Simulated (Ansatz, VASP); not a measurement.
# Two plane-wave programs on SnO2

```
CELL_PARAMETERS angstrom
0.00000 4.52207 4.52207
4.52207 0.00000 4.52207
4.52207 4.52207 0.00000
ATOMIC_POSITIONS crystal
Sn 0.30213 0.10532 0.44787
Sn 0.62500 0.12500 0.12500
Sn 0.12500 0.62500 0.12500
Sn 0.12500 0.12500 0.12500
O 0.89106 0.89106 0.89106
O 0.89106 0.32683 0.89106
O 0.89106 0.89106 0.32683
O 0.32683 0.89106 0.89106
O 0.92317 0.35894 0.35894
O 0.35894 0.35894 0.92317
O 0.35894 0.92317 0.35894
O 0.35894 0.35894 0.35894
```

Alike in both runs: task single point; functional PBE; k mesh 6 × 6 × 6; occupations gaussian, width 0.05 eV; no spin polarisation.

```csv
,VASP,Ansatz
version,VASP 6.6.1,Ansatz 0.2.0
potentials or method,"VASP PAW PBE potentials, release 64 (Sn_d, O), cutoff 520 eV","scalar-relativistic, plane waves, PAW"
valence electrons in the cell,104,104
```

Ansatz gave:

```
gap on the k mesh at the Fermi level (eV) : none
rms of the force components (eV/Å)        : 14.948
```

Q: Estimate VASP's values.

A: gap on the k mesh at the Fermi level (eV): none; rms of the force components (eV/Å): 14.400.

Atom by atom the forces differ by 0.755 eV/Å (rms over components). A gap of «none» marks a metal or a gap that the smearing closes.
